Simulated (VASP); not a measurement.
Wanted: the native input for a VASP 6.6.1 run.

| Quantity | Value |
| --- | --- |
| Task | single point |
| Functional | PBE |
| Potentials or basis | VASP PAW PBE potentials, release 64 (Co, O) |
| Cutoff | 520 eV |
| k mesh | 18 × 18 × 18 |
| Occupations | gaussian, width 0.1 eV |
| Spin | collinear spin, ferromagnetic start |
| Starting moments | [3.0, 1.0] μB |
| Dipole correction | no |
| Further INCAR settings | ALGO = Normal; EDIFF = 1e-07; NBANDS = 18 |

The structure of CoO lies in POSCAR:

```
CoO
1.0
    1.5054695445      0.8691832468      2.4399269062
   -1.5054695445      0.8691832468      2.4399269062
    0.0000000000     -1.7383664936      2.4399269062
Co O
1 1
Direct
    0.0000000000      0.0000000000      0.0000000000
    0.5000000000      0.5000000000      0.5000000000
```

These files were run (other wordings do the same):

INCAR

```
PREC = Accurate
ENCUT = 520
EDIFF = 1E-7
ISMEAR = 0
SIGMA = 0.1
LREAL = False
LASPH = True
NELM = 150
ALGO = Normal
ISIF = 2
LWAVE = False
LCHARG = False
ISPIN = 2
MAGMOM = 3 1
LORBIT = 11
LMAXMIX = 4
GGA = PE
NBANDS = 18
```

KPOINTS

```
Automatic mesh
0
Gamma
  18 18 18
```

Potentials or basis: VASP PAW PBE potentials, release 64 (Co, O).

Command:

```bash
$ cat potpaw_PBE.64/Co/POTCAR potpaw_PBE.64/O/POTCAR > POTCAR
$ mpirun -np 1 vasp_std > vasp.out
```

It gave:

```
Pressure                                              : -0.6 GPa
Net moment                                            : 2.89 μB per cell
Site moments                                          : Co +2.54; O +0.29 μB
Valence electrons inside the program's atomic spheres : Co 7.81; O 4.98
```

Caveat: a cell with one magnetic atom can't hold antiferromagnetic order, which such compounds often take.

It took 9 min on 1 thread of Intel(R) Xeon(R) Platinum 8375C CPU @ 2.90GHz (Ice Lake) (shared host), peak memory 0.4 GiB.
